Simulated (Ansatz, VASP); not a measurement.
## One calculation of MgO, two programs

INCAR

```
PREC = Accurate ; ENCUT = 520
EDIFF = 1E-7 ; ISMEAR = 0
SIGMA = 0.05 ; LREAL = F
LASPH = T ; NELM = 60
ALGO = Normal ; ISIF = 2
LWAVE = F ; LCHARG = F
GGA = PE ; NBANDS = 26
```

File KPOINTS:

```
regular mesh
0
Gamma
  6 6 6
```

The input POSCAR:

```
MgO
1.0
    4.2703000000      0.0000000000      0.0000000000
    0.0000000000     -4.2703000000      0.0000000000
    0.0000000000      0.0000000000     -4.2703000000
Mg O
4 4
Direct
    0.0231822002      0.4768177998      0.5000000000
    0.5000000000      0.0000000000      0.5000000000
    0.5000000000      0.5000000000      0.0000000000
    0.0000000000      0.0000000000      0.0000000000
    0.5000000000      0.0000000000      0.0000000000
    0.0000000000      0.5000000000      0.0000000000
    0.0000000000      0.0000000000      0.5000000000
    0.5000000000      0.5000000000      0.5000000000
```

Input for Ansatz:

```yaml
crystal:
  lattice:
    - [4.2703, 0.0, 0.0]
    - [0.0, -4.2703, 0.0]
    - [0.0, 0.0, -4.2703]
  atoms:
    - { symbol: Mg, position: [0.0231822002, 0.4768177998, 0.5] }
    - { symbol: Mg, position: [0.5, 0.0, 0.5] }
    - { symbol: Mg, position: [0.5, 0.5, 0.0] }
    - { symbol: Mg, position: [0.0, 0.0, 0.0] }
    - { symbol: O, position: [0.5, 0.0, 0.0] }
    - { symbol: O, position: [0.0, 0.5, 0.0] }
    - { symbol: O, position: [0.0, 0.0, 0.5] }
    - { symbol: O, position: [0.5, 0.5, 0.5] }
basis:
  ecutwfc: 420
kpoints:
  mp_grid: { grid: [6, 6, 6] }
hamiltonian:
  xc: pbe
scf:
  occupations: { method: gaussian, width: 0.05 }
output:
  forces: true
  stress: true
  eigenvalues: true
```

Alike in both runs: task single point; functional PBE; k mesh 6 × 6 × 6; occupations gaussian, width 0.05 eV; no spin polarisation.

|  | VASP | Ansatz |
| --- | --- | --- |
| version | VASP 6.6.1 | Ansatz 0.2.0 |
| potentials or method | VASP PAW PBE potentials, release 64 (Mg, O), cutoff 520 eV | scalar-relativistic, plane waves, PAW |
| valence electrons in the cell | 32 | 64 |

Ansatz gave:

- gap on the k mesh at the Fermi level (eV): 4.35
- least direct gap on the mesh (eV): 4.35
- pressure (GPa): -1.2
- traceless stress, the component that is largest in VASP (GPa): -0.46
- rms of the force components (eV/Å): 0.281

Task: Which values does VASP return?

Result: gap on the k mesh at the Fermi level (eV): 4.33; least direct gap on the mesh (eV): 4.33; pressure (GPa): -1.9; traceless stress, the component that is largest in VASP (GPa): -0.46; rms of the force components (eV/Å): 0.283.

Atom by atom the forces differ by 0.003 eV/Å (rms over components). VASP's potentials hold 32 valence electrons a cell and Ansatz's 64, so a difference there can come from the potentials and not from the codes.
